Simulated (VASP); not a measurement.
A run of VASP 6.6.1 is set up as follows.

File INCAR:

```
ALGO = Normal
EDIFF = 1E-6
ENCUT = 500
GGA = RE
GGA_COMPAT = F
ISIF = 2
ISMEAR = -1
ISPIN = 2
LASPH = T
LCHARG = F
LMAXMIX = 4
LORBIT = 11
LREAL = F
LWAVE = F
MAGMOM = 0.341
NBANDS = 15
NELM = 200
PREC = Accurate
SIGMA = 0.1
```

KPOINTS

```
k-points
0
Gamma
  7 7 7
```

File POSCAR:

```
Pd
1.0
    0.0000000000      1.9872899161      1.9872899161
    1.9872899161      0.0000000000      1.9872899161
    1.9872899161      1.9872899161      0.0000000000
Pd
1
Direct
    0.0000000000      0.0000000000      0.0000000000
```

Potentials or basis: VASP PAW PBE potentials, release 64 (Pd).

Command:

```console
$ cat potpaw_PBE.64/Pd/POTCAR > POTCAR
$ mpirun -np 1 vasp_std > vasp.out
```

Task: What does it give for the net moment?

Result: 0.05 μB per cell.

Task: What does it give for the pressure?

Result: 0.0 GPa.

Task: Predict the site moments.

Result: Pd +0.05 μB.

Caveat: the k points lie up to 0.39 Å⁻¹ apart; the PAW data sets were made with another functional, which shifts forces and pressure a little.
